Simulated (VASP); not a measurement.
# CdF2 (Fm-3m) in VASP: further runs

CdF2 is run at these levels: r2SCAN; tasks: single point, relaxation of cell and atoms.

Program: VASP 6.6.1. These are calculated values, not measurements. Logs are shortened: lines on timing, memory, paths and dates and some standing lists are left out, and cuts for length are marked.

## (1) The cell of the first run

Symmetry: Fm-3m, No. 225, cubic system. Conventional cell: a = 5.160 Å, b = 5.160 Å, c = 5.160 Å, α = 90.00°, β = 90.00°, γ = 90.00°. Within 3.0 Å of Cd (site symmetry m-3m) lie 8 F at 2.23 Å. F (site symmetry -43m) has 4 Cd at 2.23 Å and 6 F at 2.58 Å within 3.0 Å.

## (2) Single point, r2SCAN

POSCAR

```
CdF2
1.0
    0.0000000000      2.5800812769      2.5800812769
    2.5800812769      0.0000000000      2.5800812769
    2.5800812769      2.5800812769      0.0000000000
Cd F
1 2
Direct
    0.0000000000      0.0000000000      0.0000000000
    0.2500000000      0.2500000000      0.2500000000
    0.7500000000      0.7500000000      0.7500000000
```

INCAR.step1

```
PREC = Accurate
ENCUT = 660
ISMEAR = 0
SIGMA = 0.01
LREAL = F
LASPH = T
NELM = 120
NBANDS = 20
GGA = PE
ALGO = Normal
EDIFF = 1E-5
LWAVE = T
LCHARG = F
GGA_COMPAT = F
```

INCAR.step2

```
PREC = Accurate
ENCUT = 660
EDIFF = 1E-6
ISMEAR = 0
SIGMA = 0.01
LREAL = F
LASPH = T
NELM = 120
ALGO = Normal
ISIF = 2
LWAVE = F
LCHARG = F
METAGGA = R2SCAN
LMIXTAU = T
NBANDS = 20
ISTART = 1
GGA_COMPAT = F
```

KPOINTS

```
regular mesh
0
Gamma
  4 4 4
```

Potentials or basis: VASP PAW PBE potentials, release 64 (Cd, F).

The run is started by

```console
$ cat potpaw_PBE.64/Cd/POTCAR potpaw_PBE.64/F/POTCAR > POTCAR
$ cp INCAR.step1 INCAR
$ mpirun -np 1 vasp_std > vasp.out
$ cp INCAR.step2 INCAR
$ mpirun -np 1 vasp_std > vasp.out
```

OUTCAR:

```text
PREC = Accurate
   ENCUT = 660
   EDIFF = 1E-6
   ISMEAR = 0
   LREAL = F
   LASPH = T
   NELM = 120
   ISIF = 2
   METAGGA = R2SCAN
   ISTART = 1

 ion  position               nearest neighbor table
   1  0.000  0.000  0.000-   3 2.23   3 2.23   3 2.23   2 2.23   3 2.23   2 2.23   2 2.23   2 2.23

   2  0.250  0.250  0.250-   1 2.23   1 2.23   1 2.23   1 2.23
   3  0.750  0.750  0.750-   1 2.23   1 2.23   1 2.23   1 2.23

  LATTYP: Found a face centered cubic cell.
 ALAT       =     5.1601625538

  Lattice vectors:

 A1 = (   0.0000000000,   2.5800812769,   2.5800812769)
 A2 = (   2.5800812769,   0.0000000000,   2.5800812769)
 A3 = (   2.5800812769,   2.5800812769,   0.0000000000)

Analysis of symmetry for initial positions (statically):
=====================================================================
 Subroutine PRICEL returns:
 Original cell was already a primitive cell.

 Routine SETGRP: Setting up the symmetry group for a
 face centered cubic supercell.

 Subroutine GETGRP returns: Found 48 space group operations
 (whereof 48 operations were pure point group operations)
 out of a pool of 48 trial point group operations.

The static configuration has the point symmetry O_h .

Analysis of symmetry for dynamics (positions and initial velocities):
=====================================================================
 Subroutine PRICEL returns:
 Original cell was already a primitive cell.

 Routine SETGRP: Setting up the symmetry group for a
 face centered cubic supercell.

 Subroutine GETGRP returns: Found 48 space group operations
 (whereof 48 operations were pure point group operations)
 out of a pool of 48 trial point group operations.

The dynamic configuration has the point symmetry O_h .

 Subroutine INISYM returns: Found 48 space group operations
 (whereof 48 operations are pure point group operations),
 and found     1 'primitive' translations

----------------------------------------------------------------------------------------

                                     Primitive cell

  volume of cell :      34.3503

  direct lattice vectors                    reciprocal lattice vectors
     0.000000000  2.580081277  2.580081277    -0.193792345  0.193792345  0.193792345
     2.580081277  0.000000000  2.580081277     0.193792345 -0.193792345  0.193792345
     2.580081277  2.580081277  0.000000000     0.193792345  0.193792345 -0.193792345

  length of vectors
     3.648785934  3.648785934  3.648785934     0.335658187  0.335658187  0.335658187

  position of ions in fractional coordinates (direct lattice)
     0.000000000  0.000000000  0.000000000
     0.250000000  0.250000000  0.250000000
     0.750000000  0.750000000  0.750000000

  ion indices of the primitive-cell ions
   primitive index   ion index
                 1           1
                 2           2
                 3           3

----------------------------------------------------------------------------------------

 KPOINTS: regular mesh

Automatic generation of k-mesh.
 Grid dimensions read from file:
 generate k-points for:    4    4    4

 Generating k-lattice:

  Cartesian coordinates                     Fractional coordinates (reciprocal lattice)
    -0.048448086  0.048448086  0.048448086     0.250000000  0.000000000  0.000000000
     0.048448086 -0.048448086  0.048448086     0.000000000  0.250000000  0.000000000
     0.048448086  0.048448086 -0.048448086     0.000000000  0.000000000  0.250000000

  Length of vectors
     0.083914547  0.083914547  0.083914547

  Shift w.r.t. Gamma in fractional coordinates (k-lattice)
     0.000000000  0.000000000  0.000000000

 Subroutine IBZKPT returns following result:
 ===========================================

 Found      8 irreducible k-points:

 Following reciprocal coordinates:
            Coordinates               Weight
  0.000000  0.000000  0.000000      1.000000
  0.250000  0.000000  0.000000      8.000000
  0.500000  0.000000  0.000000      4.000000
  0.250000  0.250000  0.000000      6.000000
  0.500000  0.250000  0.000000     24.000000
 -0.250000  0.250000  0.000000     12.000000
  0.500000  0.500000  0.000000      3.000000
 -0.250000  0.500000  0.250000      6.000000
   k-points           NKPTS =      8   k-points in BZ     NKDIM =      8   number of bands    NBANDS=     20
   number of dos      NEDOS =    301   number of ions     NIONS =      3
   total plane-waves  NPLWV =  32768
   dimension x,y,z NGX =    32 NGY =   32 NGZ =   32
   dimension x,y,z NGXF=    64 NGYF=   64 NGZF=   64
   ions per type =               1   2
   NGX,Y,Z   is equivalent  to a cutoff of  14.58, 14.58, 14.58 a.u.
   NGXF,Y,Z  is equivalent  to a cutoff of  29.16, 29.16, 29.16 a.u.
 SYSTEM =  unknown system
   PREC   = accura    normal or accurate (medium, high low for compatibility)
   ISTART =      1    job   : 0-new  1-cont  2-samecut
   ICHARG =      0    charge: 1-file 2-atom 10-const
   ISPIN  =      1    spin polarized calculation?
   LNONCOLLINEAR =      F non collinear calculations
   LSORBIT =      F    spin-orbit coupling
   LASPH  =      T    aspherical Exc in radial PAW
   ENCUT  =  660.0 eV  48.51 Ry    6.96 a.u.   7.64  7.64  7.64*2*pi/ulx,y,z
   NELM   =    120;   NELMIN=  2; NELMDL=  0     # of ELM steps
   EDIFF  = 0.1E-05   stopping-criterion for ELM
   LREAL  =      F    real-space projection
   EDIFFG = 0.1E-04   stopping-criterion for IOM
   NSW    =      0    number of steps for IOM
   IBRION =     -1    ionic relax: 0-MD 1-quasi-New 2-CG
   NFREE  =      0    steps in history (QN), initial steepest desc. (CG)
   ISIF   =      2    stress and relaxation
   ISYM   =      2    0-nonsym 1-usesym 2-fastsym
   POTIM  = 0.5000    time-step for ionic-motion
   TEBEG  =    0.0;   TEEND  =   0.0 temperature during run
   PSTRESS=    0.0 pullay stress
   NELECT =      26.0000    total number of electrons
   NUPDOWN=      -1.0000    fix difference up-down
   EMIN   =  10.00;   EMAX   =-10.00  energy-range for DOS
   EFERMI =   0.00;   METHOD = LEGACY
   ISMEAR =     0;   SIGMA  =   0.01  broadening in eV -4-tet -1-fermi 0-gaus
   EFERMI_NEDOS =   21; number of points for ismear=-14 and -15
   IALGO  =     38    algorithm
   IMIX   =      4    mixing-type and parameters
     AMIX     =   0.40;   BMIX     =  1.00
     AMIX_MAG =   1.60;   BMIX_MAG =  1.00
  volume/ion in A,a.u.               =      11.45        77.27
  Fermi-wavevector in a.u.,A,eV,Ry     =   1.491956  2.819387 30.285636  2.225931
  Thomas-Fermi vector in A             =   2.604545
   LORBIT       =      0    0 simple, 1 ext, 2 COOP (PROOUT), +10 PAW based schemes
   METAGGA = R2SCAN    functional components
   LHFCALC =     F    Hartree Fock is set to
   AEXX    =    0.0000 exact exchange contribution
   IVDW    =     0    specifies the selected vdW correction
   LEPSILON=     F    determine dielectric tensor
   LRPA    =     F    only Hartree local field effects (RPA)
 non-spin polarized calculation
 Gauss-broadening in eV      SIGMA  =   0.01
  energy-cutoff  :      660.00
  volume of cell :       34.35
 maximum number of plane-waves:      1363
 NGX is ok and might be reduce to    32
   NGX = 15   NGY = 15   NGZ = 15

 number of electron      26.0000003 magnetization

 Free energy of the ion-electron system (eV)
  ---------------------------------------------------
  ext. energy  EPLUGINS =         0.00000000
  ---------------------------------------------------
  free energy    TOTEN  =       -33.41232213 eV

  energy without entropy =      -33.41232213  energy(sigma->0) =      -33.41232213

 E-fermi :  -0.6479     XC(G=0): -11.8254

 val. band max:       -0.7810032095   @ k =  -0.2500   0.5000   0.2500
 cond. band min:       3.4437753617   @ k =   0.0000   0.0000   0.0000
 fundamental gap:      4.2247785712
 Fermi energy:        -0.6479220960

 k-point     1 :       0.0000    0.0000    0.0000
  band No.  band energies     occupation
      1     -23.5624      2.00000
      2     -22.0927      2.00000
      3      -6.9878      2.00000
      4      -6.9878      2.00000
      5      -6.9878      2.00000
      6      -5.0630      2.00000
      7      -5.0630      2.00000
      8      -2.1738      2.00000
      9      -2.1738      2.00000
     10      -2.1738      2.00000
     11      -1.0760      2.00000
     12      -1.0760      2.00000
     13      -1.0760      2.00000
     14       3.4438      0.00000
     15      13.4378      0.00000
     16      13.4378      0.00000
     17      13.4378      0.00000
     18      18.3880      0.00000
     19      21.0715      0.00000
     20      21.0715      0.00000

 k-point     2 :       0.2500    0.0000    0.0000
  band No.  band energies     occupation
      1     -23.3197      2.00000
      2     -22.3197      2.00000
      3      -6.7137      2.00000
      4      -6.7137      2.00000
      5      -6.1417      2.00000
      6      -5.1446      2.00000
      7      -5.1446      2.00000
      8      -3.4499      2.00000
      9      -2.5424      2.00000
     10      -2.5424      2.00000
     11      -1.9377      2.00000
     12      -1.1139      2.00000
     13      -1.1139      2.00000
     14       5.4993      0.00000
     15      11.3128      0.00000
     16      14.5503      0.00000
     17      14.5503      0.00000
     18      20.0052      0.00000
     19      20.0052      0.00000
     20      20.9976      0.00000

 k-point     3 :       0.5000    0.0000    0.0000
  band No.  band energies     occupation
      1     -22.8633      2.00000
      2     -22.7493      2.00000
      3      -6.4884      2.00000
      4      -6.4884      2.00000
      5      -4.9667      2.00000
      6      -4.9667      2.00000
      7      -4.7783      2.00000
      8      -4.0058      2.00000
      9      -3.7291      2.00000
     10      -3.2070      2.00000
     11      -3.2070      2.00000
     12      -1.0627      2.00000
     13      -1.0627      2.00000
     14       8.2707      0.00000
     15       9.3031      0.00000
     16      16.0366      0.00000
     17      16.0366      0.00000
     18      19.1411      0.00000
     19      19.1411      0.00000
     20      20.0478      0.00000

 k-point     4 :       0.2500    0.2500    0.0000
  band No.  band energies     occupation
      1     -23.2621      2.00000
      2     -22.3588      2.00000
      3      -6.5424      2.00000
      4      -6.5424      2.00000
      5      -5.9036      2.00000
      6      -5.8028      2.00000
      7      -4.9824      2.00000
      8      -3.4856      2.00000
      9      -2.9883      2.00000
     10      -2.9883      2.00000
     11      -1.2577      2.00000
     12      -1.1165      2.00000
     13      -1.1165      2.00000
     14       5.8908      0.00000
     15      11.0972      0.00000
     16      14.6754      0.00000
     17      14.6754      0.00000
     18      16.8122      0.00000
     19      21.6136      0.00000
     20      23.2990      0.00000

 k-point     5 :       0.5000    0.2500    0.0000
  band No.  band energies     occupation
      1     -22.9289      2.00000
      2     -22.6487      2.00000
      3      -6.4421      2.00000
      4      -6.1243      2.00000
      5      -5.6851      2.00000
      6      -5.0240      2.00000
      7      -4.9852      2.00000
      8      -4.3883      2.00000
      9      -3.6401      2.00000
     10      -3.3563      2.00000
     11      -2.0084      2.00000
     12      -1.2789      2.00000
     13      -1.0172      2.00000
     14       8.4529      0.00000
     15      10.2796      0.00000
     16      13.8662      0.00000
     17      15.7696      0.00000
     18      15.8105      0.00000
     19      21.1057      0.00000
     20      22.9796      0.00000

 k-point     6 :      -0.2500    0.2500    0.0000
  band No.  band energies     occupation
      1     -23.0266      2.00000
      2     -22.5734      2.00000
      3      -6.5356      2.00000
      4      -6.2399      2.00000
      5      -5.4467      2.00000
      6      -5.2362      2.00000
      7      -4.9520      2.00000
      8      -4.5999      2.00000
      9      -3.0870      2.00000
     10      -2.9294      2.00000
     11      -2.3442      2.00000
     12      -1.2929      2.00000
     13      -1.0858      2.00000
     14       7.5880      0.00000
     15      10.7357      0.00000
     16      13.7914      0.00000
     17      15.9698      0.00000
     18      17.5153      0.00000
     19      19.0548      0.00000
     20      23.9206      0.00000

 k-point     7 :       0.5000    0.5000    0.0000
  band No.  band energies     occupation
      1     -22.9378      2.00000
      2     -22.6068      2.00000
      3      -6.8949      2.00000
      4      -5.5349      2.00000
      5      -5.5349      2.00000
      6      -4.9008      2.00000
      7      -4.6106      2.00000
      8      -4.5425      2.00000
      9      -4.5425      2.00000
     10      -3.9287      2.00000
     11      -1.6076      2.00000
     12      -0.8913      2.00000
     13      -0.8913      2.00000
     14       9.2229      0.00000
     15      10.5455      0.00000
     16      11.6811      0.00000
     17      15.7633      0.00000
     18      15.7633      0.00000
     19      21.1177      0.00000
     20      22.4788      0.00000

 k-point     8 :      -0.2500    0.5000    0.2500
  band No.  band energies     occupation
      1     -22.7761      2.00000
      2     -22.7761      2.00000
      3      -6.3273      2.00000
      4      -5.9236      2.00000
      5      -5.5228      2.00000
      6      -5.3716      2.00000
      7      -5.3716      2.00000
      8      -4.4619      2.00000
      9      -3.5904      2.00000
     10      -2.5579      2.00000
     11      -2.5579      2.00000
     12      -1.7269      2.00000
     13      -0.7810      2.00000
     14       9.3409      0.00000
     15      11.4058      0.00000
     16      12.8360      0.00000
     17      12.8360      0.00000
     18      17.8808      0.00000
     19      20.3041      0.00000
     20      22.7708      0.00000

------------------------ aborting loop because EDIFF is reached ----------------------------------------

  FORCE on cell =-STRESS in cart. coord.  units (eV):
  Direction    XX          YY          ZZ          XY          YZ          ZX
  --------------------------------------------------------------------------------------
  -------------------------------------------------------------------------------------
  Total        4.6684758      4.6684758      4.6684758      0.0000000      0.0000000      0.0000000
  in kB      217.7486850    217.7486850    217.7486850      0.0000000      0.0000000      0.0000000
  external PRESSURE =     217.7486850 kB  Pullay stress =       0.0000000 kB

 VOLUME and BASIS-vectors are now :
 -----------------------------------------------------------------------------
  energy-cutoff  :      660.00
  volume of cell :       34.35
      direct lattice vectors                 reciprocal lattice vectors
     0.000000000  2.580081277  2.580081277    -0.193792345  0.193792345  0.193792345
     2.580081277  0.000000000  2.580081277     0.193792345 -0.193792345  0.193792345
     2.580081277  2.580081277  0.000000000     0.193792345  0.193792345 -0.193792345

 POSITION                                       TOTAL-FORCE (eV/Angst)
 -----------------------------------------------------------------------------------
      0.00000      0.00000      0.00000         0.000000     -0.000000      0.000000
      1.29004      1.29004      1.29004        -0.000000      0.000000     -0.000000
      3.87012      3.87012      3.87012         0.000000     -0.000000      0.000000
 -----------------------------------------------------------------------------------
    total drift:                                0.000000     -0.000000      0.000000

  FREE ENERGIE OF THE ION-ELECTRON SYSTEM (eV)
  ---------------------------------------------------
  free  energy   TOTEN  =       -33.4123221337 eV

  energy  without entropy=      -33.4123221337  energy(sigma->0) =      -33.41232213
```

Run time: 28 s. Hardware: 1 thread of Intel Xeon Platinum 8259CL at 2.50GHz (Skylake/Cascade Lake), shared host; peak memory 0.19 GiB.

Results:

```yaml
Free_energy: -33.4123 eV
Pressure: 21.8 GPa
Band_gap_on_the_k_mesh: 4.22 eV (least direct gap 4.52 eV)
```

Levels at points of the mesh, in eV from the valence-band top:
```
           k point  band 11  band 12  band 13  band 14  band 15  band 16
(0.00, 0.00, 0.00)    -0.30    -0.30    -0.30     4.22    14.22    14.22
(0.50, 0.00, 0.00)    -2.43    -0.28    -0.28     9.05    10.08    16.82
(0.50, 0.50, 0.00)    -0.83    -0.11    -0.11    10.00    11.33    12.46
```

Caveat: the k points lie up to 0.53 Å⁻¹ apart; the PAW data sets were made with another functional, which shifts forces and pressure a little.

## (3) Single point, r2SCAN

This run uses another cell than the first one, of 12.52 Å³/atom.

POSCAR

```
CdF2
1.0
    0.0000000000      2.6581321231      2.6581321231
    2.6581321231      0.0000000000      2.6581321231
    2.6581321231      2.6581321231      0.0000000000
Cd F
1 2
Direct
    0.0000000000      0.0000000000      0.0000000000
    0.2500000000      0.2500000000      0.2500000000
    0.7500000000      0.7500000000      0.7500000000
```

INCAR.step1

```
PREC     = Accurate       # precision mode
ENCUT    = 660            # plane-wave cutoff, eV
ISMEAR   = 0              # smearing method
SIGMA    = 0.01           # smearing width, eV
LREAL    = False          # projectors in reciprocal space
LASPH    = True           # aspherical terms in the spheres
NELM     = 120            # most SCF steps
NBANDS   = 20             # bands
GGA      = PE             # functional
ALGO     = Normal         # electronic algorithm
EDIFF    = 1E-5           # SCF threshold, eV
LWAVE    = True           # write WAVECAR
LCHARG   = False          # write CHGCAR
GGA_COMPAT= False
```

INCAR.step2

```
PREC     = Accurate       # precision mode
ENCUT    = 660            # plane-wave cutoff, eV
EDIFF    = 1E-6           # SCF threshold, eV
ISMEAR   = 0              # smearing method
SIGMA    = 0.01           # smearing width, eV
LREAL    = False          # projectors in reciprocal space
LASPH    = True           # aspherical terms in the spheres
NELM     = 120            # most SCF steps
ALGO     = Normal         # electronic algorithm
ISIF     = 2              # what is computed and relaxed
LWAVE    = False          # write WAVECAR
LCHARG   = False          # write CHGCAR
METAGGA  = R2SCAN         # meta-GGA
LMIXTAU  = True         
NBANDS   = 20             # bands
ISTART   = 1            
GGA_COMPAT= False
```

KPOINTS is that of step 2.

Potentials or basis: VASP PAW PBE potentials, release 64 (Cd, F).

The run is started by

```console
$ cat potpaw_PBE.64/Cd/POTCAR potpaw_PBE.64/F/POTCAR > POTCAR
$ cp INCAR.step1 INCAR
$ mpirun -np 1 vasp_std > vasp.out
$ cp INCAR.step2 INCAR
$ mpirun -np 1 vasp_std > vasp.out
```

Wall time 29 s (1 thread of Intel Xeon Platinum 8259CL at 2.50GHz (Skylake/Cascade Lake), shared host); peak memory 0.19 GiB.

Results (log left out):

| Quantity | Value |
| --- | --- |
| Free energy | -33.6906 eV |
| Pressure | 6.0 GPa |
| Band gap on the k mesh | 3.90 eV (least direct gap 4.34 eV) |

Levels at points of the mesh, in eV from the valence-band top:
```tsv
k point	band 11	band 12	band 13	band 14	band 15	band 16
(0.00, 0.00, 0.00)	-0.44	-0.44	-0.44	3.90	13.81	13.81
(0.50, 0.00, 0.00)	-2.01	-0.37	-0.37	8.31	9.83	15.98
(0.50, 0.50, 0.00)	-0.60	-0.10	-0.10	9.23	10.79	12.28
```

Caveat: the k points lie up to 0.51 Å⁻¹ apart; the PAW data sets were made with another functional, which shifts forces and pressure a little. A k mesh can miss the band edges.

(Part 1 of 2 ends here.)
